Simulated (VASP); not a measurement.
Crystal: TaN.

```
Ta N
1.0
     0.00000    2.16098    2.16098
     2.16098    0.00000    2.16098
     2.16098    2.16098    0.00000
Ta N
1 1
Direct
  0.50000 0.50000 0.50000
  0.00000 0.00000 0.00000
```

Base run:

```yaml
Program: VASP 6.6.1
Functional: r2SCAN
Potentials_or_basis: VASP PAW PBE potentials, release 64 (Ta_pv, N)
Cutoff: 520 eV
k_mesh: 10 × 10 × 10
Occupations: fermi-dirac, width 0.05 eV
Spin: no spin polarisation
```

Its results: band gap on the k mesh zero (band 8 reaches 12.31 eV, above the bottom of band 9 at 7.89 eV); pressure 22.3 GPa.

The run is repeated on the same cell with these changes: potentials or basis from VASP PAW PBE potentials, release 64 (Ta_pv, N) to VASP PAW PBE potentials, release 64 (Ta_sv_GW, N); cutoff from 520 eV to 660 eV; further incar settings from ALGO = Normal; EDIFF = 1e-07; NBANDS = 15 to ALGO = Normal; EDIFF = 1e-06; NBANDS = 16; valence electrons from 16 to 18. What comes out?

Band gap on the k mesh zero (band 9 reaches 16.80 eV, above the bottom of band 10 at 12.39 eV); pressure 20.1 GPa.

Caveats: the PAW data sets were made with another functional, which shifts forces and pressure a little; spin-orbit coupling is left out, which moves the levels of the heavy elements.
